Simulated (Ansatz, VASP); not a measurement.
V in VASP and in Ansatz

```
V
1.0
    -1.49851    1.49851    1.49851
     1.49851   -1.49851    1.49851
     1.49851    1.49851   -1.49851
V
1
Direct
  0.00000 0.00000 0.00000
```

Alike in both runs: functional PBE; k mesh 20 × 20 × 20; occupations gaussian, width 0.1 eV; no spin polarisation.

Ansatz relaxed the structure, and its values are those at the end. VASP's run is a single point on that final structure, the one shown.

|  | VASP | Ansatz |
| --- | --- | --- |
| version | VASP 6.6.1 | Ansatz 0.2.0 |
| potentials or method | VASP PAW PBE potentials, release 64 (V_sv), cutoff 520 eV | scalar-relativistic, plane waves, PAW |
| valence electrons in the cell | 13 | 13 |

VASP gave:

```
gap on the k mesh at the Fermi level (eV) : none
pressure (GPa)                            : 0.2
```

Task: Estimate Ansatz's values.

Result: gap on the k mesh at the Fermi level (eV): none; pressure (GPa): 0.0.

A gap of «none» marks a metal or a gap that the smearing closes. The functional is the same, so the differences come from potentials, cutoffs and numerics.
